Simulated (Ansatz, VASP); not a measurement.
# Ti2Mo3: VASP beside Ansatz

```xyz
5
Lattice="2.8480 0.0000 0.0000 -1.0647 2.6415 0.0000 0.0000 0.0000 23.5014" Properties=species:S:1:pos:R:3 pbc="T T T"
Mo    0.0000    0.0000    7.5000
Mo    0.0000    0.0000   11.7507
Mo    0.0000    0.0000   16.0014
Ti    0.8917    1.3208    9.6254
Ti    0.8917    1.3208   13.8761
```

Alike in both runs: task single point; functional PBEsol; k mesh 10 × 10 × 1; occupations fermi-dirac, width 0.05 eV; no spin polarisation.

|  | VASP | Ansatz |
| --- | --- | --- |
| version | VASP 6.6.1 | Ansatz 0.2.0 |
| potentials or method | VASP PAW PBE potentials, release 64 (Mo_sv, Ti_sv), cutoff 400 eV | all-electron LAPW, scalar-relativistic |

```csv
,VASP,Ansatz,Ansatz less VASP
gap on the k mesh at the Fermi level (eV),none,none,-
rms of the force components (eV/Å),0.191,0.196,+0.0051
```

VASP's potentials were made for PBE, not for PBEsol. A gap of «none» marks a metal or a gap that the smearing closes. Ansatz ran all-electron here, and VASP with PAW potentials.
